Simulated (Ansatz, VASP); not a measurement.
## One calculation of CaZr2N3, two programs

The input INCAR:

```
SYSTEM = CaZr2N3
  ALGO = Normal
  EDIFF = 1E-7
  ENCUT = 520
  GGA = PE
  ISIF = 2
  ISMEAR = 0
  LASPH = .TRUE.
  LCHARG = .FALSE.
  LREAL = .FALSE.
  LWAVE = .FALSE.
  NBANDS = 34
  NELM = 60
  PREC = Accurate
  SIGMA = 0.1
```

Contents of KPOINTS:

```
k-points
0
G
  4 4 4
  0 0 0
```

Contents of POSCAR:

```
CaZr2N3
1.0
    4.2396216300      0.0000000000      0.0000000000
    0.0000000000      4.2396216300      0.0000000000
    0.0000000000      0.0000000000      5.2205966900
Ca Zr N
1 2 3
Direct
    0.0000000000      0.0000000000      0.5000000000
    0.5000000000      0.5000000000      0.0000000000
    0.0000000000      0.0000000000      0.0000000000
    0.5000000000      0.5000000000      0.5000000000
    0.0000000000      0.5000000000      0.0000000000
    0.5000000000      0.0000000000      0.0000000000
```

Input for Ansatz:

```yaml
crystal:
  lattice:
    - [4.23962163, 0.0, 0.0]
    - [0.0, 4.23962163, 0.0]
    - [0.0, 0.0, 5.22059669]
  atoms:
    - { symbol: Ca, position: [0.0, 0.0, 0.5] }
    - { symbol: Zr, position: [0.5, 0.5, 0.0] }
    - { symbol: Zr, position: [0.0, 0.0, 0.0] }
    - { symbol: "N", position: [0.5, 0.5, 0.5] }
    - { symbol: "N", position: [0.0, 0.5, 0.0] }
    - { symbol: "N", position: [0.5, 0.0, 0.0] }
basis:
  ecutwfc: 420
kpoints:
  mp_grid: { grid: [4, 4, 4] }
hamiltonian:
  xc: pbe
scf:
  occupations: { method: gaussian, width: 0.1 }
  lower_state_search: "off"
output:
  forces: true
  stress: true
  eigenvalues: true
```

Alike in both runs: task single point; functional PBE; k mesh 4 × 4 × 4; occupations gaussian, width 0.1 eV; no spin polarisation.

```csv
,VASP,Ansatz
version,VASP 6.6.1,Ansatz 0.2.0
potentials or method,"VASP PAW PBE potentials, release 64 (Ca_sv, Zr_sv, N), cutoff 520 eV","scalar-relativistic, plane waves, PAW"
valence electrons in the cell,49,49
```

Ansatz gave:

- gap on the k mesh at the Fermi level (eV): none
- pressure (GPa): 10.6
- traceless stress, the component that is largest in VASP (GPa): -0.08

Question: What did VASP give for the same quantities?

Answer: gap on the k mesh at the Fermi level (eV): none; pressure (GPa): 10.9; traceless stress, the component that is largest in VASP (GPa): -0.11.

A gap of «none» marks a metal or a gap that the smearing closes. With one functional, cell and mesh, what is left measures potentials, basis and numerics.

The k mesh is coarse, so the values compare programs but aren't converged.
